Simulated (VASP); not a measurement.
# Al3N in VASP: notebook

The runs below take Al3N through relaxation of the atoms, single point, with PBEsol.

Program: VASP 6.6.1. These are calculated values, not measurements. Logs are shortened: lines on timing, memory, paths and dates and some standing lists are left out, and cuts for length are marked.

### Step 1. The cell of the first run

The cell holds a slab with vacuum, 4 atoms: a = 2.839 Å, b = 2.839 Å, c = 19.641 Å, α = 90.00°, β = 90.00°, γ = 90.00°.

### Step 2. Relaxation of the atoms, PBEsol

File INCAR:

```
SYSTEM = Al3N
PREC = Accurate ; ENCUT = 520
EDIFF = 1E-6 ; ISMEAR = 0
SIGMA = 0.1 ; LREAL = .FALSE.
LASPH = .TRUE. ; NELM = 60
ALGO = Normal ; ISIF = 2
LWAVE = .FALSE. ; LCHARG = .FALSE.
LDIPOL = .TRUE. ; IDIPOL = 3
DIPOL = 0.5 0.5 0.353 ; GGA = PS
IBRION = 2 ; NSW = 36
EDIFFG = -0.025
```

File KPOINTS:

```
regular mesh
0
G
  9 9 1
  0 0 0
```

File POSCAR:

```
Al3N
1.0
    2.8394270062      0.0000000000      0.0000000000
    0.0000000000      2.8394270062      0.0000000000
    0.0000000000      0.0000000000     19.6413451746
Al N
3 1
Selective dynamics
Direct
    0.5000000000      0.5000000000      0.2036520393  F F F
    0.0000000000      0.0000000000      0.3090064780  F F F
    0.5000000000      0.5000000000      0.4145003869  F F F
    0.6666666667      0.8333333333      0.4862680848  F F T
```

Potentials or basis: VASP PAW PBE potentials, release 64 (Al, N).

Run with:

```console
$ cat potpaw_PBE.64/Al/POTCAR potpaw_PBE.64/N/POTCAR > POTCAR
$ mpirun -np 1 vasp_std > vasp.out
```

OUTCAR:

```text
SYSTEM = Al3N
   PREC = Accurate
   ENCUT = 520
   EDIFF = 1E-6
   ISMEAR = 0
   LREAL = .FALSE.
   LASPH = .TRUE.
   NELM = 60
   ISIF = 2
   GGA = PS
   IBRION = 2
   NSW = 36
   EDIFFG = -0.025

 ion  position               nearest neighbor table
   1  0.500  0.500  0.204-   2 2.88   2 2.88   2 2.88   2 2.88
   2  0.000  0.000  0.309-   1 2.88   1 2.88   1 2.88   1 2.88   3 2.89   3 2.89   3 2.89   3 2.89

   3  0.500  0.500  0.415-   4 1.76   4 2.41   2 2.89   2 2.89   2 2.89   2 2.89
   4  0.667  0.833  0.486-   3 1.76   3 2.41

  LATTYP: Found a simple tetragonal cell.
 ALAT       =     2.8394270062
 C/A-ratio  =     6.9173622466

  Lattice vectors:

 A1 = (   2.8394270062,   0.0000000000,   0.0000000000)
 A2 = (   0.0000000000,   2.8394270062,   0.0000000000)
 A3 = (   0.0000000000,   0.0000000000,  19.6413451746)

Analysis of symmetry for initial positions (statically):
=====================================================================
 Subroutine PRICEL returns:
 Original cell was already a primitive cell.

 Routine SETGRP: Setting up the symmetry group for a
 simple tetragonal supercell.

 Subroutine GETGRP returns: Found  1 space group operations
 (whereof  1 operations were pure point group operations)
 out of a pool of 16 trial point group operations.

The static configuration has the point symmetry C_1 .

Analysis of symmetry for dynamics (positions and initial velocities):
=====================================================================
 Subroutine PRICEL returns:
 Original cell was already a primitive cell.

 Routine SETGRP: Setting up the symmetry group for a
 simple tetragonal supercell.

 Subroutine GETGRP returns: Found  1 space group operations
 (whereof  1 operations were pure point group operations)
 out of a pool of 16 trial point group operations.

The dynamic configuration has the point symmetry C_1 .

Analysis of constrained symmetry for selective dynamics:
=====================================================================
 Subroutine PRICEL returns:
 Original cell was already a primitive cell.

 Routine SETGRP: Setting up the symmetry group for a
 simple tetragonal supercell.

 Subroutine GETGRP returns: Found  1 space group operations
 (whereof  1 operations were pure point group operations)
 out of a pool of 16 trial point group operations.

The constrained configuration has the point symmetry C_1 .

 Subroutine INISYM returns: Found  1 space group operations
 (whereof  1 operations are pure point group operations),
 and found     1 'primitive' translations

----------------------------------------------------------------------------------------

                                     Primitive cell

  volume of cell :     158.3553

  direct lattice vectors                    reciprocal lattice vectors
     2.839427006  0.000000000  0.000000000     0.352183732  0.000000000  0.000000000
     0.000000000  2.839427006  0.000000000     0.000000000  0.352183732  0.000000000
     0.000000000  0.000000000 19.641345175     0.000000000  0.000000000  0.050913010

  length of vectors
     2.839427006  2.839427006 19.641345175     0.352183732  0.352183732  0.050913010

  position of ions in fractional coordinates (direct lattice)
     0.500000000  0.500000000  0.203652039
     0.000000000  0.000000000  0.309006478
     0.500000000  0.500000000  0.414500387
     0.666666667  0.833333333  0.486268085

  ion indices of the primitive-cell ions
   primitive index   ion index
                 1           1
                 2           2
                 3           3
                 4           4

----------------------------------------------------------------------------------------

 KPOINTS: regular mesh

Automatic generation of k-mesh.
 Grid dimensions read from file:
 generate k-points for:    9    9    1

 Generating k-lattice:

  Cartesian coordinates                     Fractional coordinates (reciprocal lattice)
     0.039131526  0.000000000  0.000000000     0.111111111  0.000000000  0.000000000
     0.000000000  0.039131526  0.000000000     0.000000000  0.111111111  0.000000000
     0.000000000  0.000000000  0.050913010     0.000000000  0.000000000  1.000000000

  Length of vectors
     0.039131526  0.039131526  0.050913010

  Shift w.r.t. Gamma in fractional coordinates (k-lattice)
     0.000000000  0.000000000  0.000000000

 Subroutine IBZKPT returns following result:
 ===========================================

 Found     41 irreducible k-points:

 Following reciprocal coordinates:
            Coordinates               Weight
  0.000000  0.000000  0.000000      1.000000
  0.111111  0.000000  0.000000      2.000000
  0.000000  0.111111  0.000000      2.000000
  0.222222  0.000000  0.000000      2.000000
  0.000000  0.222222  0.000000      2.000000
  0.333333  0.000000  0.000000      2.000000
[... 16 lines left out ...]
  0.111111  0.444444  0.000000      2.000000
  0.222222  0.222222  0.000000      2.000000
 [... further k-points ...]
   k-points           NKPTS =     41   k-points in BZ     NKDIM =     41   number of bands    NBANDS=     11
   number of dos      NEDOS =    301   number of ions     NIONS =      4
   total plane-waves  NPLWV =  86400
   dimension x,y,z NGX =    24 NGY =   24 NGZ =  150
   dimension x,y,z NGXF=    48 NGYF=   48 NGZF=  300
   ions per type =               3   1
   NGX,Y,Z   is equivalent  to a cutoff of  14.05, 14.05, 12.70 a.u.
   NGXF,Y,Z  is equivalent  to a cutoff of  28.10, 28.10, 25.39 a.u.
 SYSTEM =  Al3N
   PREC   = accura    normal or accurate (medium, high low for compatibility)
   ISTART =      0    job   : 0-new  1-cont  2-samecut
   ICHARG =      2    charge: 1-file 2-atom 10-const
   ISPIN  =      1    spin polarized calculation?
   LNONCOLLINEAR =      F non collinear calculations
   LSORBIT =      F    spin-orbit coupling
   LASPH  =      T    aspherical Exc in radial PAW
   ENCUT  =  520.0 eV  38.22 Ry    6.18 a.u.   5.28  5.28 36.52*2*pi/ulx,y,z
   NELM   =     60;   NELMIN=  2; NELMDL= -5     # of ELM steps
   EDIFF  = 0.1E-05   stopping-criterion for ELM
   LREAL  =      F    real-space projection
   EDIFFG = -.3E-01   stopping-criterion for IOM
   NSW    =     36    number of steps for IOM
   IBRION =      2    ionic relax: 0-MD 1-quasi-New 2-CG
   NFREE  =      1    steps in history (QN), initial steepest desc. (CG)
   ISIF   =      2    stress and relaxation
   ISYM   =      2    0-nonsym 1-usesym 2-fastsym
   POTIM  = 0.5000    time-step for ionic-motion
   TEBEG  =    0.0;   TEEND  =   0.0 temperature during run
   PSTRESS=    0.0 pullay stress
   NELECT =      14.0000    total number of electrons
   NUPDOWN=      -1.0000    fix difference up-down
   EMIN   =  10.00;   EMAX   =-10.00  energy-range for DOS
   EFERMI =   0.00;   METHOD = LEGACY
   ISMEAR =     0;   SIGMA  =   0.10  broadening in eV -4-tet -1-fermi 0-gaus
   EFERMI_NEDOS =   21; number of points for ismear=-14 and -15
   IALGO  =     38    algorithm
   IMIX   =      4    mixing-type and parameters
     AMIX     =   0.40;   BMIX     =  1.00
     AMIX_MAG =   1.60;   BMIX_MAG =  1.00
  volume/ion in A,a.u.               =      39.59       267.16
  Fermi-wavevector in a.u.,A,eV,Ry     =   0.729301  1.378178  7.236660  0.531880
  Thomas-Fermi vector in A             =   1.820989
   LORBIT       =      0    0 simple, 1 ext, 2 COOP (PROOUT), +10 PAW based schemes
   GGA     = PS    functional components
   LHFCALC =     F    Hartree Fock is set to
   AEXX    =    0.0000 exact exchange contribution
   IVDW    =     0    specifies the selected vdW correction
   LEPSILON=     F    determine dielectric tensor
   LRPA    =     F    only Hartree local field effects (RPA)
 conjugate gradient relaxation of ions
 non-spin polarized calculation
 Gauss-broadening in eV      SIGMA  =   0.10
  energy-cutoff  :      520.00
  volume of cell :      158.36
 maximum number of plane-waves:      4292
 NGX is ok and might be reduce to    24
   NGX = 11   NGY = 11   NGZ = 73

--------------------------------------- Ionic step        1  -------------------------------------------

 number of electron      14.0000000 magnetization

 Free energy of the ion-electron system (eV)
  ---------------------------------------------------
  ext. energy  EPLUGINS =         0.00000000
  ---------------------------------------------------
  free energy    TOTEN  =       -17.28652284 eV

  energy without entropy =      -17.27126981  energy(sigma->0) =      -17.27889632

------------------------ aborting loop because EDIFF is reached ----------------------------------------

  FORCE on cell =-STRESS in cart. coord.  units (eV):
  Direction    XX          YY          ZZ          XY          YZ          ZX
  --------------------------------------------------------------------------------------
  -------------------------------------------------------------------------------------
  Total       -2.7501644     -2.3776665     -0.0998096      1.2787182      2.5075098      0.5810341
  in kB      -27.8250914    -24.0563029     -1.0098342     12.9375721     25.3700065      5.8786762
  external PRESSURE =     -17.6304095 kB  Pullay stress =       0.0000000 kB
[... 63 lines left out ...]
--------------------------------------- Ionic step        3  -------------------------------------------

 number of electron      14.0000000 magnetization

 dipolmoment           0.000000      0.000000      0.177009 electrons x Angstroem

 Free energy of the ion-electron system (eV)
  ---------------------------------------------------
  ext. energy  EPLUGINS =         0.00000000
  ---------------------------------------------------
  free energy    TOTEN  =       -17.29621343 eV

  energy without entropy =      -17.28170020  energy(sigma->0) =      -17.28895682

 E-fermi :  -1.4395     XC(G=0):  -4.6810

 val. band max:       -1.4602350511   @ k =   0.3333   0.1111   0.0000
 cond. band min:      -1.4240056381   @ k =  -0.4444   0.1111   0.0000
 fundamental gap:      0.0362294129
 Fermi energy:        -1.4394805286

 k-point     1 :       0.0000    0.0000    0.0000
  band No.  band energies     occupation
      1     -15.3975      2.00000
      2     -11.6896      2.00000
      3      -9.1094      2.00000
      4      -5.5748      2.00000
      5      -3.0174      2.00000
      6      -1.2121      0.00130
      7      -0.8425      0.00000
      8       0.0920      0.00000
      9       2.4103      0.00000
     10       3.8121      0.00000
     11       4.7632      0.00000
[... 309 lines left out ...]
 k-point    24 :       0.2222    0.2222    0.0000
  band No.  band energies     occupation
      1     -14.6091      2.00000
      2      -9.9414      2.00000
      3      -7.4712      2.00000
      4      -4.1837      2.00000
      5      -3.0682      2.00000
      6      -2.5487      2.00000
      7      -1.8987      2.00000
      8      -0.8124      0.00000
      9       0.5552      0.00000
     10       1.4400      0.00000
     11       1.8411      0.00000

 [... further k-points ...]

------------------------ aborting loop because EDIFF is reached ----------------------------------------

 vacuum level on the upper side and lower side of the slab       (xc-potential included)         1.924        -1.941

  FORCE on cell =-STRESS in cart. coord.  units (eV):
  Direction    XX          YY          ZZ          XY          YZ          ZX
  --------------------------------------------------------------------------------------
  -------------------------------------------------------------------------------------
  Total       -2.5776909     -1.8809212      0.6412162      1.5422962      3.0921956      0.8669145
  in kB      -26.0800711    -19.0304270      6.4875758     15.6043513     31.2856295      8.7711030
  external PRESSURE =     -12.8743074 kB  Pullay stress =       0.0000000 kB
[... 19 lines left out ...]
  FREE ENERGIE OF THE ION-ELECTRON SYSTEM (eV)
  ---------------------------------------------------
  free  energy   TOTEN  =       -17.2962134332 eV

  energy  without entropy=      -17.2817002047  energy(sigma->0) =      -17.28895682

 reached required accuracy - stopping structural energy minimisation

 vacuum level on the upper side and lower side of the slab         6.828         2.859
```

Wall time 7.3 min (1 thread of Intel Xeon 8259CL, shared host); peak memory 0.29 GiB.

Results:

- Free energy: -17.2962 eV
- Energy gained by relaxing: 2.4 meV/atom
- Ionic steps: 3
- Band gap on the k mesh: zero (bands 7 and 8 overlap by 1.22 eV)

Step by step:
```tsv
step	energy change (eV)	largest force on free atoms (eV/Å)	pressure (GPa)
1	0.0000	0.4964	-1.76
2	-0.0083	0.1930	-1.47
3	-0.0097	0.0004	-1.29
```

Final structure:
```xyz
4
Lattice="2.8394 0.0000 0.0000 0.0000 2.8394 0.0000 0.0000 0.0000 19.6413" Properties=species:S:1:pos:R:3 pbc="T T T"
Al    1.4197    1.4197    4.0000
Al    0.0000    0.0000    6.0693
Al    1.4197    1.4197    8.1413
N     1.8930    2.3662    9.5128
```

Levels at points of the mesh, in eV from the Fermi level:
| k point | band 5 | band 6 | band 7 | band 8 | band 9 | band 10 |
| --- | --- | --- | --- | --- | --- | --- |
| (0.00, 0.00, 0.00) | -1.58 | 0.23 | 0.60 | 1.53 | 3.85 | 5.25 |

Caveat: the PAW data sets were made with another functional, which shifts forces and pressure a little.

### Step 3. Single point, PBEsol

File INCAR:

```
PREC = Accurate
ENCUT = 520
EDIFF = 1E-6
ISMEAR = 0
SIGMA = 0.1
LREAL = False
LASPH = True
NELM = 100
ALGO = Normal
ISIF = 2
LWAVE = False
LCHARG = True
LDIPOL = True
IDIPOL = 3
DIPOL = 0.5 0.5 0.353
GGA = PS
LELF = True
LVHAR = True
LVACPOTAV = True
NBANDS = 15
```

File KPOINTS:

```
Automatic mesh
0
Gamma
  9 9 1
```

File POSCAR:

```
Al3N
1.0
    2.8394270062      0.0000000000      0.0000000000
    0.0000000000      2.8394270062      0.0000000000
    0.0000000000      0.0000000000     19.6413451746
Al N
3 1
Direct
    0.5000000000      0.5000000000      0.2036520393
    0.0000000000      0.0000000000      0.3090064780
    0.5000000000      0.5000000000      0.4145003869
    0.6666666667      0.8333333333      0.4840724301
```

Potentials or basis: VASP PAW PBE potentials, release 64 (Al, N).

Run with:

```console
$ cat potpaw_PBE.64/Al/POTCAR potpaw_PBE.64/N/POTCAR > POTCAR
$ mpirun -np 1 vasp_std > vasp.out
```

OUTCAR:

```text
PREC = Accurate
   ENCUT = 520
   EDIFF = 1E-6
   ISMEAR = 0
   LREAL = False
   LASPH = True
   NELM = 100
   ISIF = 2
   GGA = PS

 ion  position               nearest neighbor table
   1  0.500  0.500  0.204-   2 2.88   2 2.88   2 2.88   2 2.88
   2  0.000  0.000  0.309-   1 2.88   1 2.88   1 2.88   1 2.88   3 2.89   3 2.89   3 2.89   3 2.89

   3  0.500  0.500  0.415-   4 1.73   4 2.38   2 2.89   2 2.89   2 2.89   2 2.89
   4  0.667  0.833  0.484-   3 1.73   3 2.38

  LATTYP: Found a simple tetragonal cell.
 ALAT       =     2.8394270062
 C/A-ratio  =     6.9173622466

[... 633 lines left out ...]
  -------------------------------------------------------------------------------------
  Total       -2.5550571     -1.8136536      0.7393569      1.5791451      3.1722846      0.9066842
  in kB      -25.8510717    -18.3498395      7.4805248     15.9771739     32.0959387      9.1734769
  external PRESSURE =     -12.2401288 kB  Pullay stress =       0.0000000 kB

 VOLUME and BASIS-vectors are now :
 -----------------------------------------------------------------------------
  energy-cutoff  :      520.00
  volume of cell :      158.36
      direct lattice vectors                 reciprocal lattice vectors
     2.839427006  0.000000000  0.000000000     0.352183732  0.000000000  0.000000000
     0.000000000  2.839427006  0.000000000     0.000000000  0.352183732  0.000000000
     0.000000000  0.000000000 19.641345175     0.000000000  0.000000000  0.050913010

 POSITION                                       TOTAL-FORCE (eV/Angst)
 -----------------------------------------------------------------------------------
      1.41971      1.41971      4.00000         0.021079      0.025037     -0.144245
      0.00000      0.00000      6.06930         0.076101      0.063720     -0.021331
      1.41971      1.41971      8.14135        -0.940201     -2.582956      0.096343
      1.89295      2.36619      9.50783         0.843021      2.494199      0.069234
 -----------------------------------------------------------------------------------
    total drift:                               -0.000194     -0.000123      0.000085

  FREE ENERGIE OF THE ION-ELECTRON SYSTEM (eV)
  ---------------------------------------------------
  free  energy   TOTEN  =       -17.2960486684 eV

  energy  without entropy=      -17.2817113861  energy(sigma->0) =      -17.28888003

 vacuum level on the upper side and lower side of the slab         6.832         2.867
```

OSZICAR:

```text
N       E                     dE             d eps       ncg     rms          rms(c)
DAV:   1     0.536559535923E+02    0.53656E+02   -0.46177E+03  1230   0.675E+02
DAV:   2    -0.105253151519E+02   -0.64181E+02   -0.57549E+02  1723   0.129E+02
DAV:   3    -0.201407681401E+02   -0.96155E+01   -0.89566E+01  1624   0.475E+01
[... 17 lines left out ...]
DAV:  21    -0.172960331909E+02   -0.27500E-04   -0.20692E-06  1286   0.544E-03    0.418E-03
DAV:  22    -0.172960413489E+02   -0.81580E-05   -0.42187E-07  1217   0.298E-03    0.152E-03
DAV:  23    -0.172960464933E+02   -0.51444E-05   -0.19892E-07  1110   0.201E-03    0.980E-04
DAV:  24    -0.172960482617E+02   -0.17684E-05   -0.76874E-08  1180   0.152E-03    0.528E-04
DAV:  25    -0.172960486684E+02   -0.40672E-06   -0.20298E-08  1159   0.786E-04
   1 F= -.17296049E+02 E0= -.17288880E+02  d E =-.143373E-01
```

It took 2.1 min on 1 thread of Intel Xeon Platinum 8488C (Sapphire Rapids), shared host; peak memory 0.3 GiB.

What came out:

```yaml
Free_energy: -17.2960 eV
Largest_force: 2.750 eV/Å
Band_gap_on_the_k_mesh: zero (bands 7 and 8 overlap by 1.21 eV)
```

Forces on the atoms (eV/Å):
```
Al   0.021  0.025 -0.144
Al   0.076  0.064 -0.021
Al  -0.940 -2.583  0.096
N    0.843  2.494  0.069
```

Levels at points of the mesh, in eV from the Fermi level:
| k point | band 5 | band 6 | band 7 | band 8 | band 9 | band 10 |
| --- | --- | --- | --- | --- | --- | --- |
| (0.00, 0.00, 0.00) | -1.57 | 0.22 | 0.59 | 1.54 | 3.84 | 5.23 |

Caveat: the PAW data sets were made with another functional, which shifts forces and pressure a little.
